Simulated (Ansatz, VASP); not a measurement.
**CdAg in VASP and in Ansatz**

File INCAR:

```
PREC     = Accurate       # precision mode
ENCUT    = 520            # plane-wave cutoff, eV
EDIFF    = 1E-7           # SCF threshold, eV
ISMEAR   = -1             # smearing method
SIGMA    = 0.15           # smearing width, eV
LREAL    = False          # projectors in reciprocal space
LASPH    = True           # aspherical terms in the spheres
NELM     = 60             # most SCF steps
ALGO     = Normal         # electronic algorithm
ISIF     = 2              # what is computed and relaxed
LWAVE    = False          # write WAVECAR
LCHARG   = False          # write CHGCAR
NBANDS   = 18             # bands
```

File KPOINTS:

```
Automatic mesh
0
Gamma
  12 12 12
```

Contents of POSCAR:

```
CdAg
1.0
    3.2426138171      0.0000000000      0.0000000000
    0.0000000000      3.2426138171      0.0000000000
    0.0000000000      0.0000000000      3.2426138171
Cd Ag
1 1
Direct
    0.5000000000      0.5000000000      0.5000000000
    0.0000000000      0.0000000000      0.0000000000
```

Input for Ansatz:

```yaml
crystal:
  lattice:
    - [3.2426138171, 0.0, 0.0]
    - [0.0, 3.2426138171, 0.0]
    - [0.0, 0.0, 3.2426138171]
  atoms:
    - { symbol: Cd, position: [0.5, 0.5, 0.5] }
    - { symbol: Ag, position: [0.0, 0.0, 0.0] }
basis:
  ecutwfc: 420
kpoints:
  mp_grid: { grid: [12, 12, 12] }
hamiltonian:
  xc: lda
scf:
  occupations: { method: fermi_dirac, width: 0.15 }
output:
  forces: true
  stress: true
  eigenvalues: true
```

Alike in both runs: task single point; functional LDA; k mesh 12 × 12 × 12; occupations fermi-dirac, width 0.15 eV; no spin polarisation.

|  | VASP | Ansatz |
| --- | --- | --- |
| version | VASP 6.6.1 | Ansatz 0.2.0 |
| potentials or method | VASP PAW LDA potentials, release 64 (Cd, Ag), cutoff 520 eV | scalar-relativistic, plane waves, PAW |
| valence electrons in the cell | 23 | 39 |

|  | VASP | Ansatz | Ansatz less VASP |
| --- | --- | --- | --- |
| gap on the k mesh at the Fermi level (eV) | none | none | - |
| pressure (GPa) | 3.3 | 2.4 | -0.88 |

LDA's correlation is that of Perdew and Zunger in VASP and of Perdew and Wang (1992) in Ansatz. A gap of «none» marks a metal or a gap that the smearing closes. VASP's potentials hold 23 valence electrons a cell and Ansatz's 39, so a difference there can come from the potentials and not from the codes.
